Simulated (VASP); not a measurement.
The system is SiC.

```
CELL_PARAMETERS angstrom
3.03992 0.00000 0.00000
1.51996 2.63265 0.00000
1.51996 0.87755 2.48209
ATOMIC_POSITIONS crystal
Si 0.00000 0.00000 0.00000
C 0.75000 0.75000 0.75000
```

| Item | Value |
| --- | --- |
| Program | VASP 6.6.1 |
| Task | relaxation of cell and atoms |
| Functional | PBEsol |
| Dispersion | D3(BJ) |
| Potentials or basis | VASP PAW PBE potentials, release 64 (Si, C) |
| Cutoff | 600 eV |
| k mesh | 10 × 10 × 10 |
| Occupations | tetrahedron |
| Spin | no spin polarisation |

At the start: pressure 5.7 GPa; volume 9.93 Å³/atom.

Problem. How do energy, volume and symmetry change on relaxing?

Solution. Over 3 steps the energy falls by 4.2 meV/atom and the volume is 10.17 Å³/atom (+2.4 %); space group F-43m (No. 216, to 0.1 Å) before and after.

The path:
```csv
step,energy change (eV),largest force (eV/Å),pressure (GPa),volume (Å³)
1,0.0000,0.0000,5.69,19.86
2,0.0019,0.0000,-5.79,20.90
3,-0.0083,0.0000,-0.02,20.35
```

Final structure:
```yaml
crystal:
  lattice:
    - [3.06430, 0.00000, 0.00000]
    - [1.53215, 2.65376, 0.00000]
    - [1.53215, 0.88459, 2.50199]
  atoms:
    - { symbol: Si, position: [0.00000, 0.00000, 0.00000] }
    - { symbol: C, position: [0.75000, 0.75000, 0.75000] }
```

Caveat: the PAW data sets were made with another functional, which shifts forces and pressure a little.
